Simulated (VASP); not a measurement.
Runs of VASP 6.6.1 on Se. The structure is that of space group Fd-3m (No. 227), or close to it. The cells are those of the table. This isn't the form of Se at room conditions, which is trigonal, of chains.

| task | cell | k mesh | cutoff (eV) | gap on the mesh (eV) | pressure (GPa) |
| --- | --- | --- | --- | --- | --- |
| single point | a = 4.479 Å, angles 60.0°, 2 atoms | 9 × 9 × 9 | 520 | none | 0.0 |
| relaxation of cell and atoms | relaxed from a = 4.367 Å, angles 60.0°, 2 atoms | 9 × 9 × 9 | 600 | none | 0.0 |
| single point | a = 4.651 Å, angles 60.0°, 2 atoms | 10 × 10 × 10 | 520 | none | -3.5 |
| single point | a = 4.479 Å, angles 60.0°, 2 atoms | 14 × 14 × 14 | 520 | none | 0.0 |
| single point | a = 4.538 Å, angles 60.0°, 2 atoms | 10 × 10 × 10 | 520 | none | (a) |
| single point | a = 4.418 Å, angles 60.0°, 2 atoms | 10 × 10 × 10 | 520 | none | 1.7 |
| single point | a = 4.479 Å, angles 60.0°, 2 atoms | 10 × 10 × 10 | 520 | none | 0.0 |
| single point | a = 4.292 Å, angles 60.0°, 2 atoms | 10 × 10 × 10 | 520 | none | 6.4 |

Alike in all rows: level PBE; potentials or basis VASP PAW PBE potentials, release 64 (Se); no spin polarisation; smearing fermi-dirac 0.1 eV.

Estimate the missing entries.

(a) -1.4.

Caveats: the cell stands under tension (at least some runs); the cell stands under pressure (at least some runs).

A k mesh can miss the band edges, and the runs leave out spin-orbit coupling on Se.

A gap of «none» marks levels without a gap at the run's occupations.
